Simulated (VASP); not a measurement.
# Ba (Fd-3m) in VASP: further runs, part 2 of 2

VASP 6.6.1. Earlier steps stand in the parts before.

## Step 3: Single point, LDA

INCAR

```
  PREC = Accurate
  ENCUT = 520
  EDIFF = 1E-6
  ISMEAR = -1
  SIGMA = 0.1
  LREAL = F
  LASPH = T
  NELM = 60
  ALGO = Normal
  ISIF = 2
  LWAVE = F
  LCHARG = F
  GGA = CA
  NBANDS = 17
```

KPOINTS

```
Automatic mesh
0
Gamma
  8 8 8
```

POSCAR

```
Ba
1.0
    0.0000000000      3.6519801608      3.6519801608
    3.6519801608      0.0000000000      3.6519801608
    3.6519801608      3.6519801608      0.0000000000
Ba
2
Direct
   -0.1250000000     -0.1250000000     -0.1250000000
    0.1250000000      0.1250000000      0.1250000000
```

Potentials or basis: VASP PAW LDA potentials, release 64 (Ba_sv).

The run is started by

```sh
$ cat potpaw_LDA.64/Ba_sv/POTCAR > POTCAR
$ mpirun -np 1 vasp_std > vasp.out
```

OUTCAR:

```text
PREC = Accurate
   ENCUT = 520
   EDIFF = 1E-6
   ISMEAR = -1
   LREAL = F
   LASPH = T
   NELM = 60
   ISIF = 2
   GGA = CA

 ion  position               nearest neighbor table
   1  0.875  0.875  0.875-   2 3.16   2 3.16   2 3.16   2 3.16
   2  0.125  0.125  0.125-   1 3.16   1 3.16   1 3.16   1 3.16

  LATTYP: Found a face centered cubic cell.
 ALAT       =     7.3039603216

  Lattice vectors:

 A1 = (   0.0000000000,   3.6519801608,   3.6519801608)
 A2 = (   3.6519801608,   0.0000000000,   3.6519801608)
 A3 = (   3.6519801608,   3.6519801608,   0.0000000000)

Analysis of symmetry for initial positions (statically):
=====================================================================
 Subroutine PRICEL returns:
 Original cell was already a primitive cell.

 Routine SETGRP: Setting up the symmetry group for a
 face centered cubic supercell.

 Subroutine GETGRP returns: Found 48 space group operations
[... 155 lines left out ...]
   NGX = 19   NGY = 19   NGZ = 19

 number of electron      19.9999999 magnetization

 Free energy of the ion-electron system (eV)
  ---------------------------------------------------
  ext. energy  EPLUGINS =         0.00000000
  ---------------------------------------------------
  free energy    TOTEN  =        -2.86955044 eV

  energy without entropy =       -2.80114210  energy(sigma->0) =       -2.83534627

 E-fermi :   1.9606     XC(G=0):  -8.3398

 val. band max:        1.9228907048   @ k =  -0.3750   0.1250   0.0000
 cond. band min:       1.9802919332   @ k =   0.1250   0.0000   0.0000
 fundamental gap:      0.0574012284
 Fermi energy:         1.9606479698

 k-point     1 :       0.0000    0.0000    0.0000
  band No.  band energies     occupation
      1     -27.3200      2.00000
      2     -26.2112      2.00000
      3     -12.9259      2.00000
      4     -12.9259      2.00000
      5     -12.9259      2.00000
      6     -11.3351      2.00000
[... 457 lines left out ...]
      4     -13.2195      2.00000
      5     -12.5835      2.00000
      6     -11.5773      2.00000
[... 9 lines left out ...]
     16       5.5352      0.00000
     17       6.0273      0.00000

 [... further k-points ...]
[... 5 lines left out ...]
  --------------------------------------------------------------------------------------
  -------------------------------------------------------------------------------------
  Total        0.4176704      0.4176704      0.4176704      0.0000000     -0.0000000     -0.0000000
  in kB        6.8695615      6.8695615      6.8695615      0.0000000     -0.0000000     -0.0000000
  external PRESSURE =       6.8695615 kB  Pullay stress =       0.0000000 kB

 VOLUME and BASIS-vectors are now :
 -----------------------------------------------------------------------------
  energy-cutoff  :      520.00
  volume of cell :       97.41
      direct lattice vectors                 reciprocal lattice vectors
     0.000000000  3.651980161  3.651980161    -0.136912025  0.136912025  0.136912025
     3.651980161  0.000000000  3.651980161     0.136912025 -0.136912025  0.136912025
     3.651980161  3.651980161  0.000000000     0.136912025  0.136912025 -0.136912025

 POSITION                                       TOTAL-FORCE (eV/Angst)
 -----------------------------------------------------------------------------------
      6.39097      6.39097      6.39097         0.000000      0.000000     -0.000000
      0.91300      0.91300      0.91300        -0.000000     -0.000000      0.000000
 -----------------------------------------------------------------------------------
    total drift:                                0.000000      0.000000     -0.000000

  FREE ENERGIE OF THE ION-ELECTRON SYSTEM (eV)
  ---------------------------------------------------
  free  energy   TOTEN  =        -2.8695504439 eV

  energy  without entropy=       -2.8011421042  energy(sigma->0) =       -2.83534627
```

OSZICAR:

```text
N       E                     dE             d eps       ncg     rms          rms(c)
DAV:   1     0.129890141848E+03    0.12989E+03   -0.85964E+03   986   0.986E+02
DAV:   2     0.482133692531E+01   -0.12507E+03   -0.12214E+03  1447   0.197E+02
DAV:   3    -0.276188230637E+01   -0.75832E+01   -0.74976E+01  1373   0.500E+01
DAV:   4    -0.304936447865E+01   -0.28748E+00   -0.28740E+00  1467   0.721E+00
DAV:   5    -0.305229564502E+01   -0.29312E-02   -0.29311E-02  1278   0.715E-01    0.681E+00
DAV:   6    -0.292980616706E+01    0.12249E+00   -0.69169E-02  1392   0.169E+00    0.387E+00
DAV:   7    -0.286937628493E+01    0.60430E-01   -0.11142E-01  1411   0.209E+00    0.145E-01
DAV:   8    -0.286953284083E+01   -0.15656E-03   -0.22243E-03  1285   0.238E-01    0.949E-02
DAV:   9    -0.286955862230E+01   -0.25781E-04   -0.86674E-05  1561   0.410E-02    0.174E-02
DAV:  10    -0.286955026674E+01    0.83556E-05   -0.11043E-05  1521   0.224E-02    0.205E-02
DAV:  11    -0.286955044394E+01   -0.17720E-06   -0.50967E-07   738   0.462E-03
   1 F= -.28695504E+01 E0= -.28353463E+01  d E =-.684083E-01
```

Run time: 27 s. Hardware: 1 thread of Intel Xeon Platinum 8488C (Sapphire Rapids), shared host; peak memory 0.21 GiB.

What came out:

| Quantity | Value |
| --- | --- |
| Free energy | -2.8696 eV |
| Pressure | 0.7 GPa |
| Band gap on the k mesh | zero (band 10 reaches 2.08 eV, above the bottom of band 11 at 1.91 eV) |

Levels at points of the mesh, in eV from the Fermi level:
```tsv
k point	band 7	band 8	band 9	band 10	band 11	band 12	band 13	band 14
(0.00, 0.00, 0.00)	-13.30	-13.30	-1.98	0.12	0.12	1.60	1.60	1.60
(0.50, 0.00, 0.00)	-13.01	-13.01	-0.15	0.10	0.27	0.27	1.14	1.14
(0.50, 0.50, 0.00)	-12.70	-12.70	-0.79	-0.79	1.17	1.17	2.47	2.47
```

Caveat: spin-orbit coupling is left out, which moves the levels of the heavy elements.
